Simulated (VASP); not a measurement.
# Mo (R-3m) in VASP: further runs

Runs on Mo. Level: PBE. Tasks: single point.

Everything below comes from runs of VASP 6.6.1. Logs are shortened: lines on timing, memory, paths and dates and some standing lists are left out, and cuts for length are marked.

### 1 The cell of the first run

It takes space group R-3m (No. 166, trigonal). Conventional cell: a = 5.277 Å, b = 5.277 Å, c = 2.173 Å, α = 90.00°, β = 90.00°, γ = 120.00°. Within 2.9 Å of Mo (site symmetry -3m) lie 2 Mo at 2.17 Å.

### 2 Single point, PBE

INCAR reads:

```
SYSTEM = Mo
PREC = Accurate
ENCUT = 520
EDIFF = 1E-6
ISMEAR = 0
SIGMA = 0.15
LREAL = .FALSE.
LASPH = .TRUE.
NELM = 80
ALGO = Fast
ISIF = 2
LWAVE = .FALSE.
LCHARG = .FALSE.
GGA = PE
NBANDS = 13
```

KPOINTS reads:

```
Automatic mesh
0
G
  22 22 22
  0 0 0
```

POSCAR reads:

```
Mo
1.0
   -2.0693174045      1.6619837005      1.6619837005
    1.6619837005     -2.0693174045      1.6619837005
    1.6619837005      1.6619837005     -2.0693174045
Mo
1
Direct
    0.0000000000      0.0000000000      0.0000000000
```

Potentials or basis: VASP PAW PBE potentials, release 64 (Mo_sv).

Started as:

```
$ cat potpaw_PBE.64/Mo_sv/POTCAR > POTCAR
$ mpirun -np 1 vasp_std > vasp.out
```

OUTCAR:

```text
SYSTEM = Mo
   PREC = Accurate
   ENCUT = 520
   EDIFF = 1E-6
   ISMEAR = 0
   LREAL = .FALSE.
   LASPH = .TRUE.
   NELM = 80
   ISIF = 2
   GGA = PE

 ion  position               nearest neighbor table
   1  0.000  0.000  0.000-

  LATTYP: Found a trigonal (rhomboedric) cell.
 ALAT       =     3.1315258520
 COS(alpha) =    -0.4197392560

  Lattice vectors:

 A1 = (  -2.0693174045,   1.6619837005,   1.6619837005)
 A2 = (   1.6619837005,  -2.0693174045,   1.6619837005)
 A3 = (   1.6619837005,   1.6619837005,  -2.0693174045)

Analysis of symmetry for initial positions (statically):
=====================================================================
 Subroutine PRICEL returns:
 Original cell was already a primitive cell.

 Routine SETGRP: Setting up the symmetry group for a
 trigonal (rhombohedral) supercell.

 Subroutine GETGRP returns: Found 12 space group operations
 (whereof 12 operations were pure point group operations)
 out of a pool of 12 trial point group operations.

The static configuration has the point symmetry D_3d.

Analysis of symmetry for dynamics (positions and initial velocities):
=====================================================================
 Subroutine PRICEL returns:
 Original cell was already a primitive cell.

 Routine SETGRP: Setting up the symmetry group for a
 trigonal (rhombohedral) supercell.

 Subroutine GETGRP returns: Found 12 space group operations
 (whereof 12 operations were pure point group operations)
 out of a pool of 12 trial point group operations.

The dynamic configuration has the point symmetry D_3d.

 Subroutine INISYM returns: Found 12 space group operations
 (whereof 12 operations are pure point group operations),
 and found     1 'primitive' translations

----------------------------------------------------------------------------------------

                                     Primitive cell

  volume of cell :      17.4680

  direct lattice vectors                    reciprocal lattice vectors
    -2.069317405  1.661983700  1.661983700     0.087009658  0.355012687  0.355012687
     1.661983700 -2.069317405  1.661983700     0.355012687  0.087009658  0.355012687
     1.661983700  1.661983700 -2.069317405     0.355012687  0.355012687  0.087009658

  length of vectors
     3.131525852  3.131525852  3.131525852     0.509547541  0.509547541  0.509547541

  position of ions in fractional coordinates (direct lattice)
     0.000000000  0.000000000  0.000000000

  ion indices of the primitive-cell ions
   primitive index   ion index
                 1           1

----------------------------------------------------------------------------------------

 KPOINTS: Automatic mesh

Automatic generation of k-mesh.
 Grid dimensions read from file:
 generate k-points for:   22   22   22

 Generating k-lattice:

  Cartesian coordinates                     Fractional coordinates (reciprocal lattice)
     0.003954984  0.016136940  0.016136940     0.045454545  0.000000000  0.000000000
     0.016136940  0.003954984  0.016136940     0.000000000  0.045454545  0.000000000
     0.016136940  0.016136940  0.003954984     0.000000000  0.000000000  0.045454545

  Length of vectors
     0.023161252  0.023161252  0.023161252

  Shift w.r.t. Gamma in fractional coordinates (k-lattice)
     0.000000000  0.000000000  0.000000000

 Subroutine IBZKPT returns following result:
 ===========================================

 Found   1024 irreducible k-points:

 Following reciprocal coordinates:
            Coordinates               Weight
  0.000000  0.000000  0.000000      1.000000
  0.045455  0.000000  0.000000      6.000000
  0.090909  0.000000  0.000000      6.000000
  0.136364 -0.000000  0.000000      6.000000
  0.181818  0.000000  0.000000      6.000000
  0.227273  0.000000  0.000000      6.000000
[... 16 lines left out ...]
  0.500000  0.045455  0.000000     12.000000
 -0.454545  0.045455  0.000000     12.000000
 [... further k-points ...]
   k-points           NKPTS =   1024   k-points in BZ     NKDIM =   1024   number of bands    NBANDS=     13
   number of dos      NEDOS =    301   number of ions     NIONS =      1
   total plane-waves  NPLWV =  13824
   dimension x,y,z NGX =    24 NGY =   24 NGZ =   24
   dimension x,y,z NGXF=    48 NGYF=   48 NGZF=   48
   ions per type =               1
   NGX,Y,Z   is equivalent  to a cutoff of  12.74, 12.74, 12.74 a.u.
   NGXF,Y,Z  is equivalent  to a cutoff of  25.48, 25.48, 25.48 a.u.
 SYSTEM =  Mo
   PREC   = accura    normal or accurate (medium, high low for compatibility)
   ISTART =      0    job   : 0-new  1-cont  2-samecut
   ICHARG =      2    charge: 1-file 2-atom 10-const
   ISPIN  =      1    spin polarized calculation?
   LNONCOLLINEAR =      F non collinear calculations
   LSORBIT =      F    spin-orbit coupling
   LASPH  =      T    aspherical Exc in radial PAW
   ENCUT  =  520.0 eV  38.22 Ry    6.18 a.u.   5.82  5.82  5.82*2*pi/ulx,y,z
   NELM   =     80;   NELMIN=  2; NELMDL= -5     # of ELM steps
   EDIFF  = 0.1E-05   stopping-criterion for ELM
   LREAL  =      F    real-space projection
   EDIFFG = 0.1E-04   stopping-criterion for IOM
   NSW    =      0    number of steps for IOM
   IBRION =     -1    ionic relax: 0-MD 1-quasi-New 2-CG
   NFREE  =      0    steps in history (QN), initial steepest desc. (CG)
   ISIF   =      2    stress and relaxation
   ISYM   =      2    0-nonsym 1-usesym 2-fastsym
   POTIM  = 0.5000    time-step for ionic-motion
   TEBEG  =    0.0;   TEEND  =   0.0 temperature during run
   PSTRESS=    0.0 pullay stress
   NELECT =      14.0000    total number of electrons
   NUPDOWN=      -1.0000    fix difference up-down
   EMIN   =  10.00;   EMAX   =-10.00  energy-range for DOS
   EFERMI =   0.00;   METHOD = LEGACY
   ISMEAR =     0;   SIGMA  =   0.15  broadening in eV -4-tet -1-fermi 0-gaus
   EFERMI_NEDOS =   21; number of points for ismear=-14 and -15
   IALGO  =     68    algorithm
   IMIX   =      4    mixing-type and parameters
     AMIX     =   0.40;   BMIX     =  1.00
     AMIX_MAG =   1.60;   BMIX_MAG =  1.00
  volume/ion in A,a.u.               =      17.47       117.88
  Fermi-wavevector in a.u.,A,eV,Ry     =   1.520675  2.873659 31.462832  2.312453
  Thomas-Fermi vector in A             =   2.629494
   LORBIT       =      0    0 simple, 1 ext, 2 COOP (PROOUT), +10 PAW based schemes
   GGA     = PE    functional components
   LHFCALC =     F    Hartree Fock is set to
   AEXX    =    0.0000 exact exchange contribution
   IVDW    =     0    specifies the selected vdW correction
   LEPSILON=     F    determine dielectric tensor
   LRPA    =     F    only Hartree local field effects (RPA)
 non-spin polarized calculation
 RMM-DIIS sequential band-by-band and
 Gauss-broadening in eV      SIGMA  =   0.15
  energy-cutoff  :      520.00
  volume of cell :       17.47
 maximum number of plane-waves:       481
   NGX = 11   NGY = 11   NGZ = 11

 number of electron      13.9999998 magnetization

 Free energy of the ion-electron system (eV)
  ---------------------------------------------------
  ext. energy  EPLUGINS =         0.00000000
  ---------------------------------------------------
  free energy    TOTEN  =        -9.46604563 eV

  energy without entropy =       -9.45209378  energy(sigma->0) =       -9.45906970

 E-fermi :  10.9961     XC(G=0): -12.5809

 val. band max:       10.9934011523   @ k =  -0.2727   0.3182   0.1818
 cond. band min:      10.9962364777   @ k =   0.1364   0.0909   0.0909
 fundamental gap:      0.0028353254
 Fermi energy:        10.9961288171

 k-point     1 :       0.0000    0.0000    0.0000
  band No.  band energies     occupation
      1     -50.8158      2.00000
      2     -24.3721      2.00000
      3     -24.3721      2.00000
      4     -21.9330      2.00000
      5       4.2144      2.00000
      6       6.0052      2.00000
      7       9.2534      2.00000
      8       9.2534      2.00000
      9      15.6926      0.00000
     10      15.6926      0.00000
     11      21.7160      0.00000
     12      26.9624      0.00000
     13      26.9624      0.00000

 k-point     2 :       0.0455    0.0000    0.0000
  band No.  band energies     occupation
      1     -50.7948      2.00000
      2     -24.3625      2.00000
      3     -24.3591      2.00000
      4     -22.0646      2.00000
      5       4.3004      2.00000
      6       6.2480      2.00000
      7       9.2700      2.00000
      8       9.3116      2.00000
      9      15.3258      0.00000
     10      15.3749      0.00000
     11      21.8250      0.00000
     12      27.3776      0.00000
     13      27.3808      0.00000

 k-point     3 :       0.0909    0.0000    0.0000
  band No.  band energies     occupation
      1     -50.7332      2.00000
      2     -24.3344      2.00000
      3     -24.3209      2.00000
      4     -22.4403      2.00000
      5       4.5505      2.00000
      6       6.9596      2.00000
      7       9.3189      2.00000
      8       9.4844      2.00000
      9      14.3889      0.00000
     10      14.5556      0.00000
     11      22.1441      0.00000
     12      28.4052      0.00000
     13      28.4812      0.00000
[... 305 lines left out ...]
 k-point    23 :       0.5000    0.0455    0.0000
  band No.  band energies     occupation
      1     -49.6885      2.00000
      2     -27.2159      2.00000
      3     -23.8706      2.00000
      4     -23.7124      2.00000
      5       5.7223      2.00000
      6       7.2498      2.00000
      7      11.4112      0.00009
      8      12.0672      0.00000
      9      14.7499      0.00000
     10      15.1772      0.00000
     11      22.0944      0.00000
     12      25.9628      0.00000
     13      27.1816      0.00000

 k-point    24 :      -0.4545    0.0455    0.0000
  band No.  band energies     occupation
      1     -49.7628      2.00000
      2     -26.9384      2.00000
      3     -23.9140      2.00000
      4     -23.7564      2.00000
      5       5.9517      2.00000
      6       7.5413      2.00000
      7      11.1509      0.14458
      8      11.6671      0.00000
      9      13.7904      0.00000
     10      15.8404      0.00000
     11      22.4707      0.00000
     12      25.3288      0.00000
     13      27.2885      0.00000

 [... further k-points ...]
[... 5 lines left out ...]
  --------------------------------------------------------------------------------------
  -------------------------------------------------------------------------------------
  Total        1.6278464      1.6278464      1.6278464      4.3372759      4.3372759      4.3372759
  in kB      149.3072291    149.3072291    149.3072291    397.8180143    397.8180143    397.8180143
  external PRESSURE =     149.3072291 kB  Pullay stress =       0.0000000 kB

 VOLUME and BASIS-vectors are now :
 -----------------------------------------------------------------------------
  energy-cutoff  :      520.00
  volume of cell :       17.47
      direct lattice vectors                 reciprocal lattice vectors
    -2.069317405  1.661983700  1.661983700     0.087009658  0.355012687  0.355012687
     1.661983700 -2.069317405  1.661983700     0.355012687  0.087009658  0.355012687
     1.661983700  1.661983700 -2.069317405     0.355012687  0.355012687  0.087009658

 POSITION                                       TOTAL-FORCE (eV/Angst)
 -----------------------------------------------------------------------------------
      0.00000      0.00000      0.00000        -0.000000     -0.000000      0.000000
 -----------------------------------------------------------------------------------
    total drift:                                0.000000      0.000000     -0.000000

  FREE ENERGIE OF THE ION-ELECTRON SYSTEM (eV)
  ---------------------------------------------------
  free  energy   TOTEN  =        -9.4660456258 eV

  energy  without entropy=       -9.4520937802  energy(sigma->0) =       -9.45906970
```

Wall time 2.3 min (1 thread of Intel Xeon Platinum 8259CL at 2.50GHz (Skylake/Cascade Lake), shared host); peak memory 0.32 GiB.

Results:

```yaml
Free_energy: -9.4660 eV
Pressure: 14.9 GPa
Band_gap_on_the_k_mesh: zero (band 7 reaches 12.88 eV, above the bottom of band 8 at 9.25 eV)
```

Levels at points of the mesh, in eV from the Fermi level:
| k point | band 5 | band 6 | band 7 | band 8 | band 9 | band 10 |
| --- | --- | --- | --- | --- | --- | --- |
| (0.00, 0.00, 0.00) | -6.78 | -4.99 | -1.74 | -1.74 | 4.70 | 4.70 |
| (0.50, 0.00, 0.00) | -5.36 | -3.83 | 0.53 | 1.17 | 3.86 | 4.01 |
| (0.50, 0.50, 0.00) | -5.17 | -4.78 | -0.41 | 1.69 | 4.81 | 5.21 |
| (0.50, 0.50, 0.50) | -5.49 | -5.49 | 1.89 | 1.89 | 6.32 | 8.26 |

(Continued in part 2 of 2.)
